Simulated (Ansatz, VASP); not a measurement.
One calculation of SnO2, two programs

```
Sn O
1.0
     4.69430    0.00000    0.00000
     0.00000    4.69430    0.00000
     0.00000    0.00000    3.15690
Sn O
2 4
Direct
  0.00000 0.00000 0.00000
  0.50000 0.50000 0.50000
  0.30503 0.30503 0.00000
  0.19497 0.80503 0.50000
  0.69497 0.69497 0.00000
  0.80503 0.19497 0.50000
```

Alike in both runs: functional r2SCAN; k mesh 6 × 6 × 10; occupations fermi-dirac, width 0.02 eV; no spin polarisation.

Ansatz relaxed the structure, and its values are those at the end. VASP's run is a single point on that final structure, the one shown.

```csv
,VASP,Ansatz
version,VASP 6.6.1,Ansatz 0.2.0
potentials or method,"VASP PAW PBE potentials, release 64 (Sn_d, O), cutoff 520 eV",PAW plane waves
valence electrons in the cell,52,52
```

VASP gave:

| Item | Value |
| --- | --- |
| gap on the k mesh at the Fermi level (eV) | 2.29 |
| pressure (GPa) | 11.0 |
| rms of the force components (eV/Å) | 0.013 |

Which values does Ansatz return?

gap on the k mesh at the Fermi level (eV): 2.28; pressure (GPa): 9.5; rms of the force components (eV/Å): 0.000.

VASP's potentials were made for PBE, not for r2SCAN. Ansatz's warnings: stress scf threshold loose.
